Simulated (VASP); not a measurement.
# Al13Si3C3N13 (P1) in VASP: single point with PBEsol

Aim: the single point of Al13Si3C3N13 with PBEsol.

All numbers are computed with VASP 6.6.1; they aren't measurements. Logs are shortened: lines on timing, memory, paths and dates and some standing lists are left out, and cuts for length are marked.

### 1 The cell of the first run

The typed cell holds 96 atoms: a = 9.319 Å, b = 10.796 Å, c = 10.007 Å, α = 90.00°, β = 90.00°, γ = 90.00°.

### 2 Single point, PBEsol

Contents of INCAR:

```
PREC = Accurate
ENCUT = 520
EDIFF = 1E-6
ISMEAR = -1
SIGMA = 0.05
LREAL = Auto
LASPH = T
NELM = 100
ALGO = Normal
ISIF = 2
LWAVE = F
LCHARG = F
GGA = PS
NBANDS = 246
ISYM = 0
```

Contents of KPOINTS:

```
Automatic mesh
0
Gamma
  1 1 1
  0.25 0.25 0.25
```

Contents of POSCAR:

```
Al13Si3C3N13
1.0
    9.3189416433      0.0000000000      0.0000000000
    0.0000000000     10.7963581565      0.0000000000
    0.0000000000      0.0000000000     10.0069806004
Al Si C N
39 9 9 39
Direct
    0.1674690000      0.0834840000      0.2495380000
    0.1658170000      0.0841070000      0.7483090000
    0.9977620000      0.3365710000      0.2486830000
    0.0012510000      0.3326290000      0.7474000000
    0.4998910000      0.0830740000      0.7501330000
    0.3310650000      0.3351200000      0.2417880000
    0.3327350000      0.3356310000      0.7454910000
    0.1713570000      0.5886490000      0.2483110000
    0.1651570000      0.5848990000      0.7495820000
    0.0008800000      0.8313440000      0.7500890000
    0.8348470000      0.0800550000      0.2464350000
    0.8354830000      0.0839680000      0.7476710000
    0.6691630000      0.3341840000      0.2498460000
    0.6660390000      0.3338550000      0.7488230000
    0.4997770000      0.5856880000      0.2466550000
    0.5026510000      0.5802790000      0.7495250000
    0.3322380000      0.8310500000      0.2507890000
    0.8325080000      0.5830350000      0.2449370000
    0.8347690000      0.5853360000      0.7459230000
    0.6674610000      0.8314580000      0.2480020000
    0.6652840000      0.8286950000      0.7516910000
    0.0010540000      0.1670010000      0.4992730000
    0.3349710000      0.1668610000      0.9992980000
    0.1655010000      0.4180370000      0.5005520000
    0.1646750000      0.4192440000      0.9997480000
    0.9996390000      0.6654940000      0.5000760000
    0.0014120000      0.6678780000      0.9979270000
    0.6690430000      0.1665880000      0.5026890000
    0.6631360000      0.1663830000      0.9999300000
    0.5003220000      0.4172270000      0.5007380000
    0.3338500000      0.6625160000      0.9949450000
    0.1682710000      0.9164040000      0.5031330000
    0.1655550000      0.9161930000      0.9992220000
    0.8340740000      0.4164980000      0.0001740000
    0.6675820000      0.6657000000      0.5022650000
    0.6694950000      0.6634070000      0.0002930000
    0.4998030000      0.9139150000      0.5021650000
    0.4989770000      0.9165650000      0.9991090000
    0.8352580000      0.9148540000      0.9950210000
    0.4976020000      0.0841000000      0.2516070000
    0.9990770000      0.8342810000      0.2479290000
    0.3341220000      0.8324260000      0.7477240000
    0.0007140000      0.1673880000      0.0005340000
    0.3314890000      0.1691380000      0.4990720000
    0.5000870000      0.4159000000      0.9987470000
    0.3345850000      0.6668070000      0.5011580000
    0.8346190000      0.4177320000      0.5003300000
    0.8305060000      0.9179210000      0.5026390000
    0.0008700000      0.1671920000      0.1833050000
    0.0018670000      0.1667720000      0.6878000000
    0.3369330000      0.6709280000      0.1841440000
    0.3360720000      0.6749860000      0.6851690000
    0.8312030000      0.9140630000      0.6818050000
    0.3338050000      0.3251060000      0.4379480000
    0.3405150000      0.3359330000      0.9433740000
    0.8333940000      0.5749610000      0.4403430000
    0.8367430000      0.5815270000      0.9386870000
    0.3439080000      0.1569880000      0.1915430000
    0.3370300000      0.1626520000      0.6778130000
    0.1615990000      0.4221670000      0.1913000000
    0.1648800000      0.4204580000      0.6894220000
    0.0006800000      0.6800770000      0.1956340000
    0.0030400000      0.6691000000      0.6862120000
    0.6549300000      0.1598420000      0.1963340000
    0.6624040000      0.1666380000      0.6904700000
    0.5055370000      0.4156140000      0.1807540000
    0.5031670000      0.4160450000      0.6878300000
    0.1581320000      0.9130620000      0.1949240000
    0.1782650000      0.9129390000      0.6931090000
    0.8309020000      0.4151550000      0.1882990000
    0.8315980000      0.4150460000      0.6796720000
    0.6664650000      0.6692890000      0.1912560000
    0.6637380000      0.6660220000      0.6897750000
    0.4998200000      0.9287990000      0.1957680000
    0.4906940000      0.9148640000      0.6921740000
    0.8410180000      0.9097080000      0.1900250000
    0.1793990000      0.0818890000      0.4410300000
    0.1615380000      0.0849560000      0.9436990000
    0.9897480000      0.3370110000      0.4410610000
    0.9982960000      0.3229420000      0.9412930000
    0.4927120000      0.0836410000      0.4345630000
    0.4999270000      0.0801330000      0.9386730000
    0.1764230000      0.5912990000      0.4425260000
    0.1656700000      0.5847580000      0.9378800000
    0.9926670000      0.8422610000      0.4301910000
    0.0032500000      0.8362340000      0.9399540000
    0.8298810000      0.0728340000      0.4368380000
    0.8378200000      0.0876520000      0.9464290000
    0.6766900000      0.3337680000      0.4420600000
    0.6598070000      0.3337340000      0.9434010000
    0.4919130000      0.5885680000      0.4417230000
    0.5032590000      0.5728650000      0.9411920000
    0.3337300000      0.8272800000      0.4426490000
    0.3336720000      0.8362920000      0.9278160000
    0.6726430000      0.8399850000      0.4391800000
    0.6633180000      0.8346070000      0.9442280000
```

Potentials or basis: VASP PAW PBE potentials, release 64 (Al, Si, C, N).

Started as:

```console
cat potpaw_PBE.64/Al/POTCAR potpaw_PBE.64/Si/POTCAR potpaw_PBE.64/C/POTCAR potpaw_PBE.64/N/POTCAR > POTCAR
mpirun -np 1 vasp_std > vasp.out
```

OUTCAR:

```text
PREC = Accurate
   ENCUT = 520
   EDIFF = 1E-6
   ISMEAR = -1
   LREAL = Auto
   LASPH = T
   NELM = 100
   ISIF = 2
   GGA = PS
   ISYM = 0

 ion  position               nearest neighbor table
   1  0.167  0.083  0.250-  49 1.91  58 1.92  77 1.92  68 1.92  44 3.07  43 3.07  22 3.08  40 3.08
                            23 3.09  33 3.09  11 3.10  32 3.11  41 3.11   6 3.12  17 3.13   3 3.16
   2  0.166  0.084  0.748-  50 1.87  69 1.93  59 1.94  78 1.96  32 3.05  22 3.06  44 3.07  12 3.08
                            43 3.09   4 3.09  33 3.10  23 3.10   5 3.11   7 3.13  10 3.13  42 3.14
   3  0.998  0.337  0.249-  70 1.87  60 1.87  79 1.93  49 1.94  34 3.04  13 3.06  47 3.07  25 3.07
                            18 3.07  43 3.08  24 3.09  22 3.10   6 3.11   1 3.16  11 3.16   8 3.17
   4  0.001  0.333  0.747-  61 1.89  50 1.89  71 1.94  80 1.94  24 3.05  22 3.06  47 3.06   7 3.09
                             2 3.09  25 3.09  12 3.10  43 3.10  34 3.11   9 3.12  14 3.12  19 3.14
   5  0.500  0.083  0.750-  65 1.86  82 1.89  59 1.89  75 1.91  29 3.06  23 3.07  28 3.07  38 3.07
                            37 3.08  44 3.10   2 3.11  42 3.12  14 3.12  12 3.13   7 3.14  21 3.15
   6  0.331  0.335  0.242-  60 1.91  66 1.94  54 1.97  58 1.99  25 3.02  45 3.03  23 3.03   3 3.11
                             1 3.12   8 3.12  40 3.12  15 3.13  44 3.14  24 3.14  13 3.15  30 3.16
   7  0.333  0.336  0.745-  61 1.90  67 1.90  55 1.98  59 1.99  30 3.04  24 3.04  44 3.05  16 3.08
                             4 3.09  45 3.10  14 3.11   9 3.11  25 3.12  23 3.13   2 3.13   5 3.14
   8  0.171  0.589  0.248-  60 1.89  51 1.89  83 1.94  62 1.94  17 3.02  31 3.06  15 3.06  46 3.07
                            27 3.09  25 3.09  26 3.10  41 3.10   6 3.12  24 3.13  18 3.16   3 3.17
   9  0.165  0.585  0.750-  63 1.87  61 1.87  84 1.88  52 1.97  31 3.03  27 3.05  26 3.06  10 3.07
[... 125 lines left out ...]
  95  0.673  0.840  0.439-  48 1.81  37 1.90  20 1.92  35 1.99
  96  0.663  0.835  0.944-  38 1.85  39 1.89  21 1.93  36 1.93

IMPORTANT INFORMATION: All symmetrisations will be switched off!
NOSYMM: (Re-)initialisation of all symmetry stuff for point group C_1.

----------------------------------------------------------------------------------------

                                     Primitive cell

  volume of cell :    1006.8086

  direct lattice vectors                    reciprocal lattice vectors
     9.318941643  0.000000000  0.000000000     0.107308323  0.000000000  0.000000000
     0.000000000 10.796358157  0.000000000     0.000000000  0.092623826  0.000000000
     0.000000000  0.000000000 10.006980600     0.000000000  0.000000000  0.099930243

  length of vectors
     9.318941643 10.796358157 10.006980600     0.107308323  0.092623826  0.099930243

  position of ions in fractional coordinates (direct lattice)
     0.167469000  0.083484000  0.249538000
     0.165817000  0.084107000  0.748309000
     0.997762000  0.336571000  0.248683000
     0.001251000  0.332629000  0.747400000
     0.499891000  0.083074000  0.750133000
     0.331065000  0.335120000  0.241788000
[... 88 lines left out ...]
     0.672643000  0.839985000  0.439180000
     0.663318000  0.834607000  0.944228000

  ion indices of the primitive-cell ions
   primitive index   ion index
                 1           1
                 2           2
                 3           3
                 4           4
                 5           5
                 6           6
[... 88 lines left out ...]
                95          95
                96          96

----------------------------------------------------------------------------------------

 KPOINTS: Automatic mesh
[... 33 lines left out ...]
   dimension x,y,z NGXF=   140 NGYF=  160 NGZF=  160
   ions per type =              39   9   9  39
   NGX,Y,Z   is equivalent  to a cutoff of  12.49, 12.32, 13.29 a.u.
   NGXF,Y,Z  is equivalent  to a cutoff of  24.98, 24.64, 26.58 a.u.
 SYSTEM =  unknown system
   PREC   = accura    normal or accurate (medium, high low for compatibility)
   ISTART =      0    job   : 0-new  1-cont  2-samecut
   ICHARG =      2    charge: 1-file 2-atom 10-const
   ISPIN  =      1    spin polarized calculation?
   LNONCOLLINEAR =      F non collinear calculations
   LSORBIT =      F    spin-orbit coupling
   LASPH  =      T    aspherical Exc in radial PAW
   ENCUT  =  520.0 eV  38.22 Ry    6.18 a.u.  17.33 20.07 18.61*2*pi/ulx,y,z
   NELM   =    100;   NELMIN=  2; NELMDL= -5     # of ELM steps
   EDIFF  = 0.1E-05   stopping-criterion for ELM
   LREAL  =      T    real-space projection
   EDIFFG = 0.1E-04   stopping-criterion for IOM
   NSW    =      0    number of steps for IOM
   IBRION =     -1    ionic relax: 0-MD 1-quasi-New 2-CG
   NFREE  =      0    steps in history (QN), initial steepest desc. (CG)
   ISIF   =      2    stress and relaxation
   ISYM   =      0    0-nonsym 1-usesym 2-fastsym
   POTIM  = 0.5000    time-step for ionic-motion
   TEBEG  =    0.0;   TEEND  =   0.0 temperature during run
   PSTRESS=    0.0 pullay stress
   NELECT =     384.0000    total number of electrons
   NUPDOWN=      -1.0000    fix difference up-down
   EMIN   =  10.00;   EMAX   =-10.00  energy-range for DOS
   EFERMI =   0.00;   METHOD = LEGACY
   ISMEAR =    -1;   SIGMA  =   0.05  broadening in eV -4-tet -1-fermi 0-gaus
   EFERMI_NEDOS =   21; number of points for ismear=-14 and -15
   IALGO  =     38    algorithm
   IMIX   =      4    mixing-type and parameters
     AMIX     =   0.40;   BMIX     =  1.00
     AMIX_MAG =   1.60;   BMIX_MAG =  1.00
  volume/ion in A,a.u.               =      10.49        70.77
  Fermi-wavevector in a.u.,A,eV,Ry     =   1.187234  2.243547 19.177740  1.409524
  Thomas-Fermi vector in A             =   2.323390
   LORBIT       =      0    0 simple, 1 ext, 2 COOP (PROOUT), +10 PAW based schemes
   GGA     = PS    functional components
   LHFCALC =     F    Hartree Fock is set to
   AEXX    =    0.0000 exact exchange contribution
   IVDW    =     0    specifies the selected vdW correction
   LEPSILON=     F    determine dielectric tensor
   LRPA    =     F    only Hartree local field effects (RPA)
 non-spin polarized calculation
  energy-cutoff  :      520.00
  volume of cell :     1006.81
 maximum number of plane-waves:     27103
 NGX is ok and might be reduce to    70
   NGX = 35   NGY = 41   NGZ = 37

 number of electron     383.9999994 magnetization

 Free energy of the ion-electron system (eV)
  ---------------------------------------------------
  ext. energy  EPLUGINS =         0.00000000
  ---------------------------------------------------
  free energy    TOTEN  =      -743.86305633 eV

  energy without entropy =     -743.86305633  energy(sigma->0) =     -743.86305633

 E-fermi :   8.4262     XC(G=0): -11.1596

 val. band max:        7.1814683249   @ k =   0.2500  -0.2500  -0.2500
 cond. band min:      10.7487969710   @ k =  -0.2500   0.2500  -0.2500
 fundamental gap:      3.5673286461
 Fermi energy:         8.4262438537

 k-point     1 :       0.2500    0.2500    0.2500
  band No.  band energies     occupation
      1      -9.7708      2.00000
      2      -9.4080      2.00000
      3      -9.0621      2.00000
      4      -8.8171      2.00000
      5      -8.6396      2.00000
      6      -8.6101      2.00000
[... 817 lines left out ...]
    203      11.5755      0.00000
    204      11.6774      0.00000
 [bands above 204 left out]

------------------------ aborting loop because EDIFF is reached ----------------------------------------

  FORCE on cell =-STRESS in cart. coord.  units (eV):
  Direction    XX          YY          ZZ          XY          YZ          ZX
  --------------------------------------------------------------------------------------
  -------------------------------------------------------------------------------------
  Total        0.3068903      0.4597718      0.4992622      0.3405483     -0.8359193      1.4348131
  in kB        0.4883675      0.7316544      0.7944971      0.5419290     -1.3302339      2.2832789
  external PRESSURE =       0.6715064 kB  Pullay stress =       0.0000000 kB

 VOLUME and BASIS-vectors are now :
 -----------------------------------------------------------------------------
  energy-cutoff  :      520.00
  volume of cell :     1006.81
      direct lattice vectors                 reciprocal lattice vectors
     9.318941643  0.000000000  0.000000000     0.107308323  0.000000000  0.000000000
     0.000000000 10.796358157  0.000000000     0.000000000  0.092623826  0.000000000
     0.000000000  0.000000000 10.006980600     0.000000000  0.000000000  0.099930243

 POSITION                                       TOTAL-FORCE (eV/Angst)
 -----------------------------------------------------------------------------------
      1.56063      0.90132      2.49712         0.017597     -0.002107      0.001579
      1.54524      0.90805      7.48831         0.020530     -0.006031      0.003522
      9.29809      3.63374      2.48857         0.001354     -0.001839      0.001596
      0.01166      3.59118      7.47922        -0.007492      0.014801      0.003074
      4.65846      0.89690      7.50657        -0.004799     -0.005318      0.008131
      3.08518      3.61808      2.41957        -0.005546     -0.004520     -0.009164
[... 88 lines left out ...]
      6.26832      9.06878      4.39487        -0.004069     -0.008957     -0.003264
      6.18142      9.01072      9.44887         0.006634     -0.016992     -0.006167
 -----------------------------------------------------------------------------------
    total drift:                                0.021774     -0.008293      0.012145

  FREE ENERGIE OF THE ION-ELECTRON SYSTEM (eV)
  ---------------------------------------------------
  free  energy   TOTEN  =      -743.8630563311 eV

  energy  without entropy=     -743.8630563311  energy(sigma->0) =     -743.86305633
```

Wall time 40 min (1 thread of AMD EPYC 7R43 (Zen 3), shared host); peak memory 1.2 GiB.

What came out:

- Free energy: -743.8631 eV
- Pressure: 0.1 GPa
- Largest force: 0.041 eV/Å
- Band gap on the k mesh: 3.57 eV, indirect (the least direct gap lies 0.5 meV higher)

Forces in eV/Å, atoms in the order of the input:
```
Al   0.018 -0.002  0.002
Al   0.021 -0.006  0.004
Al   0.001 -0.002  0.002
Al  -0.007  0.015  0.003
Al  -0.005 -0.005  0.008
Al  -0.006 -0.005 -0.009
Al  -0.001 -0.007 -0.016
Al  -0.015 -0.003  0.005
Al  -0.009  0.000  0.002
Al   0.005  0.001  0.010
Al  -0.012  0.001 -0.008
Al  -0.018  0.008  0.011
Al   0.003 -0.015  0.003
Al   0.011 -0.004  0.004
Al   0.015 -0.012  0.002
Al   0.001 -0.010  0.003
Al  -0.004  0.026  0.006
Al   0.004  0.005 -0.020
Al   0.002 -0.005 -0.018
Al   0.002  0.018 -0.006
Al  -0.003  0.004  0.013
Al  -0.002 -0.009 -0.020
Al  -0.006 -0.024  0.008
Al  -0.003  0.002 -0.004
Al  -0.014  0.002  0.003
Al   0.018  0.014  0.002
Al   0.012  0.015  0.011
Al   0.001 -0.010 -0.006
Al  -0.001 -0.009  0.005
Al   0.009  0.006 -0.002
Al   0.002  0.008 -0.013
Al  -0.003 -0.008 -0.008
Al   0.004 -0.007  0.008
Al  -0.002 -0.028  0.003
Al  -0.009  0.006  0.000
Al  -0.021  0.012  0.008
Al   0.000  0.006 -0.008
Al  -0.004 -0.001  0.012
Al  -0.006  0.000  0.001
Si   0.011 -0.004  0.011
Si   0.006  0.017 -0.001
Si   0.003  0.007  0.014
Si  -0.006 -0.010  0.000
Si  -0.003 -0.013  0.005
Si   0.007  0.004 -0.001
Si  -0.007  0.008 -0.001
Si  -0.011 -0.007  0.001
Si  -0.008 -0.004 -0.008
C   -0.002  0.017  0.017
C    0.003  0.007  0.002
C    0.000 -0.008 -0.004
C   -0.002 -0.026  0.024
C    0.011  0.002  0.028
C    0.006  0.022 -0.011
C   -0.019 -0.003 -0.009
C   -0.005  0.018 -0.007
C    0.004  0.007  0.005
N   -0.029  0.022 -0.008
N   -0.005  0.000  0.025
N    0.000 -0.004 -0.003
N    0.002  0.001  0.004
N   -0.001 -0.040 -0.009
N   -0.003 -0.001  0.008
N    0.023  0.014 -0.006
N    0.010  0.012  0.012
N   -0.004  0.006  0.010
N   -0.004  0.004  0.001
N    0.017  0.002 -0.010
N   -0.021  0.011  0.005
N    0.005  0.011 -0.010
N    0.004  0.004  0.023
N   -0.005 -0.018 -0.008
N   -0.001 -0.004  0.003
N    0.001 -0.030 -0.012
N    0.015  0.005 -0.001
N   -0.026  0.015 -0.006
N   -0.010 -0.001 -0.002
N    0.024 -0.004 -0.015
N    0.019 -0.002 -0.009
N   -0.005  0.034 -0.010
N    0.017 -0.006  0.010
N   -0.006  0.007 -0.001
N   -0.013 -0.019 -0.005
N    0.000 -0.010 -0.001
N    0.017 -0.016  0.006
N   -0.008 -0.011 -0.009
N   -0.001  0.021 -0.001
N   -0.008 -0.004 -0.013
N   -0.011 -0.002  0.003
N    0.020 -0.003 -0.009
N    0.024 -0.012 -0.013
N    0.000  0.029 -0.010
N   -0.006  0.010 -0.009
N    0.000 -0.005  0.018
N   -0.004 -0.009 -0.003
N    0.007 -0.017 -0.006
```

Levels at points of the mesh, in eV from the valence-band top:
```
           k point  band 190  band 191  band 192  band 193  band 194  band 195
(0.25, 0.25, 0.25)     -0.28     -0.17     -0.01      3.63      3.67      3.76
```

Caveat: the k points lie up to 0.67 Å⁻¹ apart; the PAW data sets were made with another functional, which shifts forces and pressure a little. A k mesh can miss the band edges.
